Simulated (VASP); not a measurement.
Ir: single point with PBE

The system is Ir, a slab with vacuum.

```
Ir
1.0
     2.73803    0.00000    0.00000
    -1.36901    2.37120    0.00000
     0.00000    0.00000   24.94240
Ir
5
Direct
  0.83333 0.16667 0.32074
  0.16667 0.83333 0.41037
  0.50000 0.50000 0.50000
  0.83333 0.16667 0.58963
  0.16667 0.83333 0.67926
```

| Property | Result |
| --- | --- |
| Program | VASP 6.6.1 |
| Task | single point |
| Functional | PBE |
| Potentials or basis | VASP PAW PBE potentials, release 64 (Ir) |
| Cutoff | 520 eV |
| k mesh | 15 × 15 × 1 |
| Occupations | fermi-dirac, width 0.1 eV |
| Spin | no spin polarisation |
| Dipole correction | yes |
| Further INCAR settings | ALGO = Normal; EDIFF = 1e-06; NBANDS = 30 |

```yaml
Largest_force: 0.429 eV/Å
Band_gap_on_the_k_mesh: zero (an odd number of electrons rules out a gap without spin polarisation)
```

Forces in eV/Å, atoms in the order of the input:
```
Ir   0.000  0.000  0.429
Ir   0.000  0.000 -0.317
Ir   0.000  0.000  0.000
Ir   0.000  0.000  0.317
Ir   0.000  0.000 -0.429
```

Levels at points of the mesh, in eV from the Fermi level:
| k point | band 18 | band 19 | band 20 | band 21 | band 22 | band 23 | band 24 | band 25 | band 26 | band 27 |
| --- | --- | --- | --- | --- | --- | --- | --- | --- | --- | --- |
| (0.00, 0.00, 0.00) | -2.81 | -2.52 | -1.15 | -1.15 | -1.00 | -1.00 | -0.44 | -0.44 | -0.39 | 0.20 |

Run time: 2.4 min on 1 thread of Intel(R) Xeon(R) 6975P-C (Granite Rapids), on a shared host, peak memory 0.31 GiB.

Caveat: spin-orbit coupling is left out, which moves the levels of the heavy elements.
